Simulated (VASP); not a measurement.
Crystal: BeTeS4.

```
Be Te S
1.0
    -2.87613    2.87613    3.92491
     2.87613   -2.87613    3.92491
     2.87613    2.87613   -3.92491
Be Te S
1 1 4
Direct
  0.00000 0.00000 0.00000
  0.50000 0.50000 0.00000
  0.70457 0.70457 0.66266
  0.95809 0.29543 0.00000
  0.04191 0.04191 0.33734
  0.29543 0.95809 0.00000
```

The cell was built from a structure type or drawn by symmetry, and may not be a known phase.

* Program: VASP 6.6.1
* Task: relaxation of cell and atoms
* Functional: PBE
* Potentials or basis: VASP PAW PBE potentials, release 64 (Be, Te, S)
* Cutoff: 600 eV
* k mesh: 3 × 3 × 3
* Occupations: gaussian, width 0.15 eV
* Spin: no spin polarisation

At the start: pressure 14.4 GPa; volume 21.64 Å³/atom.

Task: How do energy, volume and symmetry change on relaxing?

Result: Over 12 steps the energy falls by 772.6 meV/atom and the volume is 20.08 Å³/atom (-7.2 %); space group I-42m (No. 121, to 0.1 Å) before and after.

Step by step:
| step | energy change (eV) | largest force (eV/Å) | pressure (GPa) | volume (Å³) |
| --- | --- | --- | --- | --- |
| 1 | 0.0000 | 7.3852 | 14.36 | 129.87 |
| 2 | -2.5560 | 0.5837 | -9.66 | 169.86 |
| 3 | -3.4080 | 0.8201 | -5.41 | 152.16 |
| 4 | -3.4097 | 0.8799 | -5.22 | 151.68 |
| 5 | -3.9852 | 0.8281 | -3.37 | 138.09 |
| 6 | -4.3324 | 0.7018 | 1.93 | 121.17 |
| 7 | -4.4496 | 0.3185 | 0.32 | 121.60 |
| 8 | -4.4585 | 0.3711 | -0.20 | 121.76 |
| 9 | -4.5085 | 0.3496 | -0.40 | 121.30 |
| 10 | -4.6054 | 0.2599 | -0.19 | 119.69 |
| 11 | -4.6141 | 0.2074 | 0.37 | 118.87 |
| 12 | -4.6354 | 0.0544 | -0.26 | 120.47 |

Final structure:
```xyz
6
Lattice="-2.9270 2.9270 3.5152 2.9270 -2.9270 3.5152 2.9270 2.9270 -3.5152" Properties=species:S:1:pos:R:3 pbc="T T T"
Be    0.0000    0.0000    0.0000
Te    0.0000    0.0000    3.5152
S     1.7722    1.7722    2.2458
S    -1.7722    1.7722    4.7847
S     1.1548    1.1548   -1.2694
S     1.7722   -1.7722    4.7847
```

Caveat: the k points lie up to 0.47 Å⁻¹ apart in the final cell; the relaxation stopped at a loose force limit of 0.08 eV/Å, so its end isn't a converged minimum.
